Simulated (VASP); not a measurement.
# Zn2C (Fm-3m) in VASP: notebook

The runs below take Zn2C through single point, with LDA, PBE.

Program: VASP 6.6.1. These are calculated values, not measurements. Logs are shortened: lines on timing, memory, paths and dates and some standing lists are left out, and cuts for length are marked.

## 1. The cell of the first run

The structure is cubic, space group Fm-3m (No. 225). The conventional cell has a = 5.069 Å, b = 5.069 Å, c = 5.069 Å, α = 90.00°, β = 90.00°, γ = 90.00°. Within 2.9 Å of C (site symmetry m-3m) lie 8 Zn at 2.20 Å. Zn (site symmetry -43m) has 4 C at 2.20 Å and 6 Zn at 2.53 Å within 2.9 Å.

## 2. Single point, LDA

File INCAR:

```
PREC = Accurate
ENCUT = 520
EDIFF = 1E-6
ISMEAR = -1
SIGMA = 0.02
LREAL = F
LASPH = T
NELM = 80
ALGO = Normal
ISIF = 2
LWAVE = F
LCHARG = F
GGA = CA
NBANDS = 21
```

File KPOINTS:

```
Automatic mesh
0
Gamma
  8 8 8
```

File POSCAR:

```
Zn2C
1.0
    0.0000000000      2.5347024496      2.5347024496
    2.5347024496      0.0000000000      2.5347024496
    2.5347024496      2.5347024496      0.0000000000
C Zn
1 2
Direct
    0.0000000000      0.0000000000      0.0000000000
    0.2500000000      0.2500000000      0.2500000000
    0.7500000000      0.7500000000      0.7500000000
```

Potentials or basis: VASP PAW LDA potentials, release 64 (C, Zn).

Run with:

```console
$ cat potpaw_LDA.64/C/POTCAR potpaw_LDA.64/Zn/POTCAR > POTCAR
$ mpirun -np 1 vasp_std > vasp.out
```

OUTCAR:

```text
PREC = Accurate
   ENCUT = 520
   EDIFF = 1E-6
   ISMEAR = -1
   LREAL = F
   LASPH = T
   NELM = 80
   ISIF = 2
   GGA = CA

 ion  position               nearest neighbor table
   1  0.000  0.000  0.000-   3 2.20   3 2.20   3 2.20   2 2.20   3 2.20   2 2.20   2 2.20   2 2.20

   2  0.250  0.250  0.250-   1 2.20   1 2.20   1 2.20   1 2.20   3 2.53   3 2.53   3 2.53   3 2.53
                             3 2.53   3 2.53
   3  0.750  0.750  0.750-   1 2.20   1 2.20   1 2.20   1 2.20   2 2.53   2 2.53   2 2.53   2 2.53
                             2 2.53   2 2.53

  LATTYP: Found a face centered cubic cell.
 ALAT       =     5.0694048992

  Lattice vectors:

 A1 = (   0.0000000000,   2.5347024496,   2.5347024496)
 A2 = (   2.5347024496,   0.0000000000,   2.5347024496)
 A3 = (   2.5347024496,   2.5347024496,   0.0000000000)

Analysis of symmetry for initial positions (statically):
=====================================================================
 Subroutine PRICEL returns:
 Original cell was already a primitive cell.

 Routine SETGRP: Setting up the symmetry group for a
 face centered cubic supercell.

 Subroutine GETGRP returns: Found 48 space group operations
 (whereof 48 operations were pure point group operations)
 out of a pool of 48 trial point group operations.

The static configuration has the point symmetry O_h .

Analysis of symmetry for dynamics (positions and initial velocities):
=====================================================================
 Subroutine PRICEL returns:
 Original cell was already a primitive cell.

 Routine SETGRP: Setting up the symmetry group for a
 face centered cubic supercell.

 Subroutine GETGRP returns: Found 48 space group operations
 (whereof 48 operations were pure point group operations)
 out of a pool of 48 trial point group operations.

The dynamic configuration has the point symmetry O_h .

 Subroutine INISYM returns: Found 48 space group operations
 (whereof 48 operations are pure point group operations),
 and found     1 'primitive' translations

----------------------------------------------------------------------------------------

                                     Primitive cell

  volume of cell :      32.5695

  direct lattice vectors                    reciprocal lattice vectors
     0.000000000  2.534702450  2.534702450    -0.197261813  0.197261813  0.197261813
     2.534702450  0.000000000  2.534702450     0.197261813 -0.197261813  0.197261813
     2.534702450  2.534702450  0.000000000     0.197261813  0.197261813 -0.197261813

  length of vectors
     3.584610581  3.584610581  3.584610581     0.341667482  0.341667482  0.341667482

  position of ions in fractional coordinates (direct lattice)
     0.000000000  0.000000000  0.000000000
     0.250000000  0.250000000  0.250000000
     0.750000000  0.750000000  0.750000000

  ion indices of the primitive-cell ions
   primitive index   ion index
                 1           1
                 2           2
                 3           3

----------------------------------------------------------------------------------------

 KPOINTS: Automatic mesh

Automatic generation of k-mesh.
 Grid dimensions read from file:
 generate k-points for:    8    8    8

 Generating k-lattice:

  Cartesian coordinates                     Fractional coordinates (reciprocal lattice)
    -0.024657727  0.024657727  0.024657727     0.125000000  0.000000000  0.000000000
     0.024657727 -0.024657727  0.024657727     0.000000000  0.125000000  0.000000000
     0.024657727  0.024657727 -0.024657727     0.000000000  0.000000000  0.125000000

  Length of vectors
     0.042708435  0.042708435  0.042708435

  Shift w.r.t. Gamma in fractional coordinates (k-lattice)
     0.000000000  0.000000000  0.000000000

 Subroutine IBZKPT returns following result:
 ===========================================

 Found     29 irreducible k-points:

 Following reciprocal coordinates:
            Coordinates               Weight
  0.000000  0.000000  0.000000      1.000000
  0.125000  0.000000  0.000000      8.000000
  0.250000  0.000000  0.000000      8.000000
  0.375000  0.000000  0.000000      8.000000
  0.500000  0.000000  0.000000      4.000000
  0.125000  0.125000  0.000000      6.000000
[... 16 lines left out ...]
  0.500000  0.250000  0.125000     48.000000
 -0.375000  0.250000  0.125000     24.000000
 [... further k-points ...]
   k-points           NKPTS =     29   k-points in BZ     NKDIM =     29   number of bands    NBANDS=     21
   number of dos      NEDOS =    301   number of ions     NIONS =      3
   total plane-waves  NPLWV =  21952
   dimension x,y,z NGX =    28 NGY =   28 NGZ =   28
   dimension x,y,z NGXF=    56 NGYF=   56 NGZF=   56
   ions per type =               1   2
   NGX,Y,Z   is equivalent  to a cutoff of  12.99, 12.99, 12.99 a.u.
   NGXF,Y,Z  is equivalent  to a cutoff of  25.97, 25.97, 25.97 a.u.
 SYSTEM =  unknown system
   PREC   = accura    normal or accurate (medium, high low for compatibility)
   ISTART =      0    job   : 0-new  1-cont  2-samecut
   ICHARG =      2    charge: 1-file 2-atom 10-const
   ISPIN  =      1    spin polarized calculation?
   LNONCOLLINEAR =      F non collinear calculations
   LSORBIT =      F    spin-orbit coupling
   LASPH  =      T    aspherical Exc in radial PAW
   ENCUT  =  520.0 eV  38.22 Ry    6.18 a.u.   6.67  6.67  6.67*2*pi/ulx,y,z
   NELM   =     80;   NELMIN=  2; NELMDL= -5     # of ELM steps
   EDIFF  = 0.1E-05   stopping-criterion for ELM
   LREAL  =      F    real-space projection
   EDIFFG = 0.1E-04   stopping-criterion for IOM
   NSW    =      0    number of steps for IOM
   IBRION =     -1    ionic relax: 0-MD 1-quasi-New 2-CG
   NFREE  =      0    steps in history (QN), initial steepest desc. (CG)
   ISIF   =      2    stress and relaxation
   ISYM   =      2    0-nonsym 1-usesym 2-fastsym
   POTIM  = 0.5000    time-step for ionic-motion
   TEBEG  =    0.0;   TEEND  =   0.0 temperature during run
   PSTRESS=    0.0 pullay stress
   NELECT =      28.0000    total number of electrons
   NUPDOWN=      -1.0000    fix difference up-down
   EMIN   =  10.00;   EMAX   =-10.00  energy-range for DOS
   EFERMI =   0.00;   METHOD = LEGACY
   ISMEAR =    -1;   SIGMA  =   0.02  broadening in eV -4-tet -1-fermi 0-gaus
   EFERMI_NEDOS =   21; number of points for ismear=-14 and -15
   IALGO  =     38    algorithm
   IMIX   =      4    mixing-type and parameters
     AMIX     =   0.40;   BMIX     =  1.00
     AMIX_MAG =   1.60;   BMIX_MAG =  1.00
  volume/ion in A,a.u.               =      10.86        73.26
  Fermi-wavevector in a.u.,A,eV,Ry     =   1.556648  2.941639 32.969014  2.423154
  Thomas-Fermi vector in A             =   2.660414
   LORBIT       =      0    0 simple, 1 ext, 2 COOP (PROOUT), +10 PAW based schemes
   GGA     = CA    functional components
   LHFCALC =     F    Hartree Fock is set to
   AEXX    =    0.0000 exact exchange contribution
   IVDW    =     0    specifies the selected vdW correction
   LEPSILON=     F    determine dielectric tensor
   LRPA    =     F    only Hartree local field effects (RPA)
 non-spin polarized calculation
  energy-cutoff  :      520.00
  volume of cell :       32.57
 maximum number of plane-waves:       893
   NGX = 13   NGY = 13   NGZ = 13

 number of electron      28.0000022 magnetization

 Free energy of the ion-electron system (eV)
  ---------------------------------------------------
  ext. energy  EPLUGINS =         0.00000000
  ---------------------------------------------------
  free energy    TOTEN  =       -11.85644946 eV

  energy without entropy =      -11.85644066  energy(sigma->0) =      -11.85644506

 E-fermi :   5.1265     XC(G=0): -12.6857

 val. band max:        5.0103656338   @ k =   0.0000   0.0000   0.0000
 cond. band min:       5.2205305253   @ k =   0.0000   0.0000   0.0000
 fundamental gap:      0.2101648915
 Fermi energy:         5.1264944583

 k-point     1 :       0.0000    0.0000    0.0000
  band No.  band energies     occupation
      1      -9.5048      2.00000
      2      -4.1037      2.00000
      3      -4.1037      2.00000
      4      -4.1037      2.00000
      5      -3.8719      2.00000
      6      -3.8719      2.00000
[... 13 lines left out ...]
     20      16.2587      0.00000
     21      16.2587      0.00000

 k-point     2 :       0.1250    0.0000    0.0000
  band No.  band energies     occupation
      1      -9.2876      2.00000
      2      -4.1172      2.00000
      3      -4.0495      2.00000
      4      -4.0495      2.00000
      5      -3.8063      2.00000
      6      -3.8063      2.00000
[... 13 lines left out ...]
     20      15.3270      0.00000
     21      15.3270      0.00000

 k-point     3 :       0.2500    0.0000    0.0000
  band No.  band energies     occupation
      1      -8.6839      2.00000
      2      -4.1228      2.00000
      3      -3.8995      2.00000
      4      -3.8995      2.00000
      5      -3.6179      2.00000
      6      -3.6179      2.00000
[... 13 lines left out ...]
     20      14.8841      0.00000
     21      14.8841      0.00000
[... 457 lines left out ...]
 k-point    23 :       0.5000    0.2500    0.1250
  band No.  band energies     occupation
      1      -7.5285      2.00000
      2      -4.1709      2.00000
      3      -3.6089      2.00000
      4      -3.4730      2.00000
      5      -3.2996      2.00000
      6      -3.2316      2.00000
[... 13 lines left out ...]
     20      16.7766      0.00000
     21      18.3340      0.00000

 k-point    24 :      -0.3750    0.2500    0.1250
  band No.  band energies     occupation
      1      -7.1980      2.00000
      2      -3.8527      2.00000
      3      -3.7167      2.00000
      4      -3.4934      2.00000
      5      -3.1988      2.00000
      6      -3.1897      2.00000
[... 13 lines left out ...]
     20      15.9118      0.00000
     21      18.2363      0.00000

 [... further k-points ...]

------------------------ aborting loop because EDIFF is reached ----------------------------------------

  FORCE on cell =-STRESS in cart. coord.  units (eV):
  Direction    XX          YY          ZZ          XY          YZ          ZX
  --------------------------------------------------------------------------------------
  -------------------------------------------------------------------------------------
  Total        0.2393099      0.2393099      0.2393099      0.0000000      0.0000000     -0.0000000
  in kB       11.7722740     11.7722740     11.7722740      0.0000000      0.0000000     -0.0000000
  external PRESSURE =      11.7722740 kB  Pullay stress =       0.0000000 kB

 VOLUME and BASIS-vectors are now :
 -----------------------------------------------------------------------------
  energy-cutoff  :      520.00
  volume of cell :       32.57
      direct lattice vectors                 reciprocal lattice vectors
     0.000000000  2.534702450  2.534702450    -0.197261813  0.197261813  0.197261813
     2.534702450  0.000000000  2.534702450     0.197261813 -0.197261813  0.197261813
     2.534702450  2.534702450  0.000000000     0.197261813  0.197261813 -0.197261813

 POSITION                                       TOTAL-FORCE (eV/Angst)
 -----------------------------------------------------------------------------------
      0.00000      0.00000      0.00000        -0.000000     -0.000000     -0.000000
      1.26735      1.26735      1.26735        -0.000000     -0.000000     -0.000000
      3.80205      3.80205      3.80205         0.000000      0.000000      0.000000
 -----------------------------------------------------------------------------------
    total drift:                                0.000000      0.000000      0.000000

  FREE ENERGIE OF THE ION-ELECTRON SYSTEM (eV)
  ---------------------------------------------------
  free  energy   TOTEN  =       -11.8564494565 eV

  energy  without entropy=      -11.8564406600  energy(sigma->0) =      -11.85644506
```

It took 16 s on 1 thread of AMD EPYC 9R45 (Zen 5), shared host; peak memory 0.11 GiB.

What came out:

```
Free energy            : -11.8564 eV
Pressure               : 1.2 GPa
Band gap on the k mesh : 0.21 eV, direct
```

(Continued in part 2 of 2.)
